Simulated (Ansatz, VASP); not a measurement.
CdS: VASP beside Ansatz

```
CELL_PARAMETERS angstrom
4.12453 0.00000 0.00000
-2.06227 3.57195 0.00000
0.00000 0.00000 6.70921
ATOMIC_POSITIONS crystal
Cd 0.33333 0.66667 0.96317
Cd 0.66667 0.33333 0.46317
S 0.33333 0.66667 0.41383
S 0.66667 0.33333 0.91383
```

Change from the starting cell: polar distortion scaled by 0.40.

Alike in both runs: task single point; functional LDA; k mesh 9 × 9 × 4; no spin polarisation.

```csv
,VASP,Ansatz
version,VASP 6.6.1,Ansatz 0.2.0
potentials or method,"VASP PAW LDA potentials, release 64 (Cd, S), cutoff 520 eV","scalar-relativistic, plane waves, PAW"
occupations,"gaussian, width 0.01 eV",fixed
valence electrons in the cell,36,52
```

|  | VASP | Ansatz | Ansatz less VASP |
| --- | --- | --- | --- |
| gap on the k mesh at the Fermi level (eV) | 1.21 | 1.18 | -0.031 |
| least direct gap on the mesh (eV) | 1.21 | 1.18 | -0.031 |
| pressure (GPa) | 1.2 | 0.6 | -0.58 |
| traceless stress, the component that is largest in VASP (GPa) | -5.52 | -5.07 | +0.449 |
| rms of the force components (eV/Å) | 0.351 | 0.337 | -0.0143 |

Ansatz warns that its potentials were made for another functional, while VASP's fit it. LDA's correlation is that of Perdew and Zunger in VASP and of Perdew and Wang (1992) in Ansatz. Atom by atom the forces differ by 0.014 eV/Å (rms over components). VASP's potentials hold 36 valence electrons a cell and Ansatz's 52, so a difference there can come from the potentials and not from the codes.
